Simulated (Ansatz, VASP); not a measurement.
## Two plane-wave programs on TiO2

```
Ti O
1.0
     4.59220    0.00000    0.00000
     0.00000    4.59220    0.00000
     0.00000    0.00000    2.95740
Ti O
2 4
Direct
  0.00000 0.00000 0.00000
  0.50000 0.50000 0.50000
  0.30422 0.30422 0.00000
  0.19578 0.80422 0.50000
  0.69578 0.69578 0.00000
  0.80422 0.19578 0.50000
```

Alike in both runs: functional PBE; k mesh 6 × 6 × 10; occupations gaussian, width 0.02 eV; no spin polarisation.

Ansatz relaxed the structure, and its values are those at the end. VASP's run is a single point on that final structure, the one shown.

|  | VASP | Ansatz |
| --- | --- | --- |
| version | VASP 6.6.1 | Ansatz 0.2.0 |
| potentials or method | VASP PAW PBE potentials, release 64 (Ti_sv, O), cutoff 520 eV | scalar-relativistic, plane waves, PAW |
| valence electrons in the cell | 48 | 48 |

|  | VASP | Ansatz | Ansatz less VASP |
| --- | --- | --- | --- |
| gap on the k mesh at the Fermi level (eV) | 1.84 | 1.87 | +0.027 |
| least direct gap on the mesh (eV) | 1.84 | 1.87 | +0.027 |
| pressure (GPa) | 5.8 | 5.1 | -0.69 |
| rms of the force components (eV/Å) | 0.012 | 0.000 | -0.0115 |

Ansatz's warnings: stress scf threshold loose.
